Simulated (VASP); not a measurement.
# B (R-3m) in VASP: single point with PBEsol

Aim: the single point of B with PBEsol.

Program: VASP 6.6.1. These are calculated values, not measurements. Logs are shortened: lines on timing, memory, paths and dates and some standing lists are left out, and cuts for length are marked.

### 1 The cell of the first run

It takes space group R-3m (No. 166, trigonal). The conventional cell has a = 4.877 Å, b = 4.877 Å, c = 12.498 Å, α = 90.00°, β = 90.00°, γ = 120.00°. B (site symmetry m) has 6 B at 1.67 to 1.79 Å within 2.2 Å. Within 2.4 Å of B (site symmetry m) lie 7 B at 1.77 to 1.99 Å.

### 2 Single point, PBEsol, non-collinear spin, zero start, spin-orbit coupling

The input, INCAR:

```
SYSTEM = B
PREC = Accurate ; ENCUT = 520
EDIFF = 1E-7 ; ISMEAR = -1
SIGMA = 0.05 ; LREAL = .FALSE.
LASPH = .TRUE. ; NELM = 150
ALGO = Normal ; ISIF = 2
LWAVE = .FALSE. ; LCHARG = .FALSE.
LNONCOLLINEAR = .TRUE. ; MAGMOM = 0 0 0 0 0 0 0 0 0 0 0 0 0 0 0 0 0 0 0 0 0 0 0 0 0 0 0 0 0 0 0 0 0 0 0 0
LORBIT = 11 ; LSORBIT = .TRUE.
GGA_COMPAT = .FALSE. ; LORBMOM = .TRUE.
GGA = PS ; NBANDS = 58
```

The input, KPOINTS:

```
Automatic mesh
0
G
  6 6 6
  0 0 0
```

The input, POSCAR:

```
B
1.0
    2.4383420591      1.4077774442      4.1659282508
   -2.4383420591      1.4077774442      4.1659282508
    0.0000000000     -2.8155548884      4.1659282508
B
12
Direct
    0.0105812640      0.6538502901      0.0105812640
    0.0105812640      0.0105812640      0.6538502901
    0.6538502901      0.0105812640      0.0105812640
    0.9894187360      0.3461497099      0.9894187360
    0.3461497099      0.9894187360      0.9894187360
    0.9894187360      0.9894187360      0.3461497099
    0.2215736072      0.6298376755      0.2215736072
    0.2215736072      0.2215736072      0.6298376755
    0.6298376755      0.2215736072      0.2215736072
    0.7784263928      0.3701623245      0.7784263928
    0.3701623245      0.7784263928      0.7784263928
    0.7784263928      0.7784263928      0.3701623245
```

Potentials or basis: VASP PAW PBE potentials, release 64 (B).

The run is started by

```
cat potpaw_PBE.64/B/POTCAR > POTCAR
mpirun -np 1 vasp_ncl > vasp.out
```

OUTCAR:

```text
SYSTEM = B
   PREC = Accurate
   ENCUT = 520
   EDIFF = 1E-7
   ISMEAR = -1
   LREAL = .FALSE.
   LASPH = .TRUE.
   NELM = 150
   ISIF = 2
   LNONCOLLINEAR = .TRUE.
   LORBIT = 11
   LSORBIT = .TRUE.
   GGA = PS

 ion  position               nearest neighbor table
   1  0.011  0.654  0.011-   4 1.67   3 1.74   2 1.74   7 1.79  12 1.79  11 1.79
   2  0.011  0.011  0.654-   6 1.67   3 1.74   1 1.74   8 1.79  10 1.79  11 1.79
   3  0.654  0.011  0.011-   5 1.67   1 1.74   2 1.74   9 1.79  12 1.79  10 1.79
   4  0.989  0.346  0.989-   1 1.67   5 1.74   6 1.74  10 1.79   8 1.79   9 1.79
   5  0.346  0.989  0.989-   3 1.67   4 1.74   6 1.74  11 1.79   8 1.79   7 1.79
   6  0.989  0.989  0.346-   2 1.67   4 1.74   5 1.74  12 1.79   9 1.79   7 1.79
   7  0.222  0.630  0.222-  12 1.77  11 1.77   1 1.79   6 1.79   5 1.79   9 1.99   8 1.99
   8  0.222  0.222  0.630-  10 1.77  11 1.77   2 1.79   4 1.79   5 1.79   7 1.99   9 1.99
   9  0.630  0.222  0.222-  12 1.77  10 1.77   3 1.79   6 1.79   4 1.79   7 1.99   8 1.99
  10  0.778  0.370  0.778-   8 1.77   9 1.77   4 1.79   2 1.79   3 1.79  11 1.99  12 1.99
  11  0.370  0.778  0.778-   8 1.77   7 1.77   5 1.79   2 1.79   1 1.79  10 1.99  12 1.99
  12  0.778  0.778  0.370-   7 1.77   9 1.77   6 1.79   3 1.79   1 1.79  10 1.99  11 1.99

  LATTYP: Found a trigonal (rhomboedric) cell.
 ALAT       =     5.0281515013
 COS(alpha) =     0.5296701464

  Lattice vectors:

 A1 = (   2.4383420591,   1.4077774442,   4.1659282508)
 A2 = (  -2.4383420591,   1.4077774442,   4.1659282508)
 A3 = (   0.0000000000,  -2.8155548884,   4.1659282508)

Analysis of symmetry for initial positions (statically):
=====================================================================
 Subroutine PRICEL returns:
 Original cell was already a primitive cell.

 Routine SETGRP: Setting up the symmetry group for a
 trigonal (rhombohedral) supercell.

 Subroutine GETGRP returns: Found 12 space group operations
 (whereof 12 operations were pure point group operations)
 out of a pool of 12 trial point group operations.

The static configuration has the point symmetry D_3d.

Analysis of symmetry for dynamics (positions and initial velocities):
=====================================================================
 Subroutine PRICEL returns:
 Original cell was already a primitive cell.

 Routine SETGRP: Setting up the symmetry group for a
 trigonal (rhombohedral) supercell.

 Subroutine GETGRP returns: Found 12 space group operations
 (whereof 12 operations were pure point group operations)
 out of a pool of 12 trial point group operations.

The dynamic configuration has the point symmetry D_3d.

Analysis of structural, dynamic, and magnetic symmetry:
=====================================================================
 Subroutine PRICEL returns:
 Original cell was already a primitive cell.

 Routine SETGRP: Setting up the symmetry group for a
 trigonal (rhombohedral) supercell.

 Subroutine GETGRP returns: Found 12 space group operations
 (whereof 12 operations were pure point group operations)
 out of a pool of 12 trial point group operations.

The overall configuration has the point symmetry D_3d.

 Subroutine INISYM returns: Found 12 space group operations
 (whereof 12 operations are pure point group operations),
 and found     1 'primitive' translations

----------------------------------------------------------------------------------------

                                     Primitive cell

  volume of cell :      85.8009

  direct lattice vectors                    reciprocal lattice vectors
     2.438342059  1.407777444  4.165928251     0.205057366  0.118389925  0.080014180
    -2.438342059  1.407777444  4.165928251    -0.205057366  0.118389925  0.080014180
     0.000000000 -2.815554888  4.165928251     0.000000000 -0.236779851  0.080014180

  length of vectors
     5.028151501  5.028151501  5.028151501     0.249933925  0.249933925  0.249933925

  position of ions in fractional coordinates (direct lattice)
     0.010581264  0.653850290  0.010581264
     0.010581264  0.010581264  0.653850290
     0.653850290  0.010581264  0.010581264
     0.989418736  0.346149710  0.989418736
     0.346149710  0.989418736  0.989418736
     0.989418736  0.989418736  0.346149710
     0.221573607  0.629837675  0.221573607
     0.221573607  0.221573607  0.629837675
     0.629837675  0.221573607  0.221573607
     0.778426393  0.370162325  0.778426393
     0.370162325  0.778426393  0.778426393
     0.778426393  0.778426393  0.370162325

  ion indices of the primitive-cell ions
   primitive index   ion index
                 1           1
                 2           2
                 3           3
                 4           4
                 5           5
                 6           6
                 7           7
                 8           8
                 9           9
                10          10
                11          11
                12          12

----------------------------------------------------------------------------------------

[... 1362 lines left out ...]
  in kB        3.7108631      3.7108631      4.2603397      0.0000000      0.0000000      0.0000000
  external PRESSURE =       3.8940220 kB  Pullay stress =       0.0000000 kB

 VOLUME and BASIS-vectors are now :
 -----------------------------------------------------------------------------
  energy-cutoff  :      520.00
  volume of cell :       85.80
      direct lattice vectors                 reciprocal lattice vectors
     2.438342059  1.407777444  4.165928251     0.205057366  0.118389925  0.080014180
    -2.438342059  1.407777444  4.165928251    -0.205057366  0.118389925  0.080014180
     0.000000000 -2.815554888  4.165928251     0.000000000 -0.236779851  0.080014180

 POSITION                                       TOTAL-FORCE (eV/Angst)
 -----------------------------------------------------------------------------------
     -1.56851      0.90558      2.81205         0.016746     -0.009668     -0.009304
      0.00000     -1.81116      2.81205        -0.000000      0.019337     -0.009304
      1.56851      0.90558      2.81205        -0.016746     -0.009668     -0.009304
      1.56851     -0.90558      9.68573        -0.016746      0.009668      0.009304
     -1.56851     -0.90558      9.68573         0.016746      0.009668      0.009304
      0.00000      1.81116      9.68573        -0.000000     -0.019337      0.009304
     -0.99549      0.57474      4.46998         0.026702     -0.015416      0.007717
      0.00000     -1.14949      4.46998        -0.000000      0.030832      0.007717
      0.99549      0.57474      4.46998        -0.026702     -0.015416      0.007717
      0.99549     -0.57474      8.02781        -0.026702      0.015416     -0.007717
     -0.99549     -0.57474      8.02781         0.026702      0.015416     -0.007717
      0.00000      1.14949      8.02781        -0.000000     -0.030832     -0.007717
 -----------------------------------------------------------------------------------
    total drift:                                0.000000      0.000000      0.000000

  FREE ENERGIE OF THE ION-ELECTRON SYSTEM (eV)
  ---------------------------------------------------
  free  energy   TOTEN  =       -84.4723728662 eV

  energy  without entropy=      -84.4723728187  energy(sigma->0) =      -84.47237284

 orbital moment (x)

 # of ion     p       tot
 --------------------------------
  1        -0.000  -0.000
  2         0.000   0.000
  3        -0.000  -0.000
  4        -0.000  -0.000
  5        -0.000  -0.000
  6         0.000   0.000
  7        -0.000  -0.000
  8         0.000   0.000
  9        -0.000  -0.000
 10        -0.000  -0.000
 11        -0.000  -0.000
 12         0.000   0.000
 --------------------------------
            0.000   0.000

 orbital moment (y)

 # of ion     p       tot
 --------------------------------
  1        -0.000  -0.000
  2         0.000   0.000
  3         0.000   0.000
  4        -0.000  -0.000
  5         0.000   0.000
  6         0.000   0.000
  7        -0.000  -0.000
  8         0.000   0.000
  9         0.000   0.000
 10        -0.000  -0.000
 11         0.000   0.000
 12         0.000   0.000
 --------------------------------
            0.000   0.000

 orbital moment (z)

 # of ion     p       tot
 --------------------------------
  1         0.000   0.000
  2         0.000   0.000
  3        -0.000  -0.000
  4         0.000   0.000
  5        -0.000  -0.000
  6         0.000   0.000
  7        -0.000  -0.000
  8        -0.000  -0.000
  9         0.000   0.000
 10        -0.000  -0.000
 11         0.000   0.000
 12        -0.000  -0.000
 --------------------------------
           -0.000  -0.000

 Spin-Orbit-Coupling matrix elements

 Ion:    1  E_soc:     -0.0000028
 l=   1
     0.0000000    -0.0000005    -0.0000004
    -0.0000005     0.0000000    -0.0000005
    -0.0000004    -0.0000005     0.0000000
 l=   2
     0.0000000     0.0000000     0.0000000     0.0000000     0.0000000
     0.0000000     0.0000000     0.0000000     0.0000000     0.0000000
     0.0000000     0.0000000     0.0000000     0.0000000     0.0000000
     0.0000000     0.0000000     0.0000000     0.0000000     0.0000000
     0.0000000     0.0000000     0.0000000     0.0000000     0.0000000
 l=   3
     0.0000000     0.0000000     0.0000000     0.0000000     0.0000000     0.0000000     0.0000000
     0.0000000     0.0000000     0.0000000     0.0000000     0.0000000     0.0000000     0.0000000
     0.0000000     0.0000000     0.0000000     0.0000000     0.0000000     0.0000000     0.0000000
     0.0000000     0.0000000     0.0000000     0.0000000     0.0000000     0.0000000     0.0000000
[... 209 lines left out ...]
 l=   2
     0.0000000     0.0000000     0.0000000     0.0000000     0.0000000
     0.0000000     0.0000000     0.0000000     0.0000000     0.0000000
     0.0000000     0.0000000     0.0000000     0.0000000     0.0000000
     0.0000000     0.0000000     0.0000000     0.0000000     0.0000000
     0.0000000     0.0000000     0.0000000     0.0000000     0.0000000
 l=   3
     0.0000000     0.0000000     0.0000000     0.0000000     0.0000000     0.0000000     0.0000000
     0.0000000     0.0000000     0.0000000     0.0000000     0.0000000     0.0000000     0.0000000
     0.0000000     0.0000000     0.0000000     0.0000000     0.0000000     0.0000000     0.0000000
     0.0000000     0.0000000     0.0000000     0.0000000     0.0000000     0.0000000     0.0000000
     0.0000000     0.0000000     0.0000000     0.0000000     0.0000000     0.0000000     0.0000000
     0.0000000     0.0000000     0.0000000     0.0000000     0.0000000     0.0000000     0.0000000
     0.0000000     0.0000000     0.0000000     0.0000000     0.0000000     0.0000000     0.0000000

 total charge

# of ion       s       p       d       tot
------------------------------------------
    1        0.706   1.409   0.000   2.115
    2        0.706   1.409   0.000   2.115
    3        0.706   1.409   0.000   2.115
    4        0.706   1.409   0.000   2.115
    5        0.706   1.409   0.000   2.115
    6        0.706   1.409   0.000   2.115
    7        0.657   1.300   0.000   1.957
    8        0.657   1.300   0.000   1.957
    9        0.657   1.300   0.000   1.957
   10        0.657   1.300   0.000   1.957
   11        0.657   1.300   0.000   1.957
   12        0.657   1.300   0.000   1.957
--------------------------------------------------
tot          8.181  16.252   0.000  24.433

 magnetization (x)

# of ion       s       p       d       tot
------------------------------------------
    1       -0.000  -0.000   0.000  -0.000
    2        0.000   0.000   0.000   0.000
    3       -0.000  -0.000   0.000  -0.000
    4       -0.000  -0.000   0.000  -0.000
    5       -0.000  -0.000   0.000  -0.000
    6        0.000   0.000   0.000   0.000
    7        0.000   0.000   0.000   0.000
    8       -0.000  -0.000   0.000  -0.000
    9        0.000   0.000   0.000   0.000
   10        0.000   0.000   0.000   0.000
   11        0.000   0.000   0.000   0.000
   12       -0.000  -0.000   0.000  -0.000
--------------------------------------------------
tot         -0.000  -0.000   0.000  -0.000

 magnetization (y)

# of ion       s       p       d       tot
------------------------------------------
    1       -0.000  -0.000   0.000  -0.000
    2        0.000   0.000   0.000   0.000
    3        0.000   0.000   0.000   0.000
    4       -0.000  -0.000   0.000  -0.000
    5        0.000   0.000   0.000   0.000
    6        0.000   0.000   0.000   0.000
    7        0.000   0.000   0.000   0.000
    8        0.000   0.000   0.000   0.000
    9       -0.000  -0.000   0.000  -0.000
   10        0.000   0.000   0.000   0.000
   11       -0.000  -0.000   0.000  -0.000
   12        0.000   0.000   0.000   0.000
--------------------------------------------------
tot         -0.000  -0.000   0.000  -0.000

 magnetization (z)

# of ion       s       p       d       tot
------------------------------------------
    1        0.000   0.000   0.000   0.000
    2        0.000   0.000   0.000   0.000
    3       -0.000   0.000   0.000  -0.000
    4        0.000   0.000   0.000   0.000
    5       -0.000   0.000   0.000  -0.000
    6        0.000   0.000   0.000   0.000
    7        0.000   0.000   0.000   0.000
    8        0.000   0.000   0.000   0.000
    9        0.000  -0.000   0.000  -0.000
   10        0.000   0.000   0.000   0.000
   11        0.000  -0.000   0.000  -0.000
   12        0.000   0.000   0.000   0.000
--------------------------------------------------
tot          0.000   0.000   0.000   0.000
```

It took 3.8 min on 1 thread of Intel Xeon 6975P-C (Granite Rapids), shared host; peak memory 0.58 GiB.

Results:

* Free energy: -84.4724 eV
* Pressure: 0.4 GPa
* Largest force: 0.032 eV/Å
* Net moment: 0.00 μB per cell
* Valence electrons inside the program's atomic spheres: B 2.12, 1.96 (each value once)

Forces on the atoms (eV/Å):
```
B    0.017 -0.010 -0.009
B    0.000  0.019 -0.009
B   -0.017 -0.010 -0.009
B   -0.017  0.010  0.009
B    0.017  0.010  0.009
B    0.000 -0.019  0.009
B    0.027 -0.015  0.008
B    0.000  0.031  0.008
B   -0.027 -0.015  0.008
B   -0.027  0.015 -0.008
B    0.027  0.015 -0.008
B    0.000 -0.031 -0.008
```

Moments on the atoms (μB; x, y, z):
```
B   0.00 0.00 0.00
B   0.00 0.00 0.00
B   0.00 0.00 0.00
B   0.00 0.00 0.00
B   0.00 0.00 0.00
B   0.00 0.00 0.00
B   0.00 0.00 0.00
B   0.00 0.00 0.00
B   0.00 0.00 0.00
B   0.00 0.00 0.00
B   0.00 0.00 0.00
B   0.00 0.00 0.00
```

Caveat: the PAW data sets were made with another functional, which shifts forces and pressure a little.
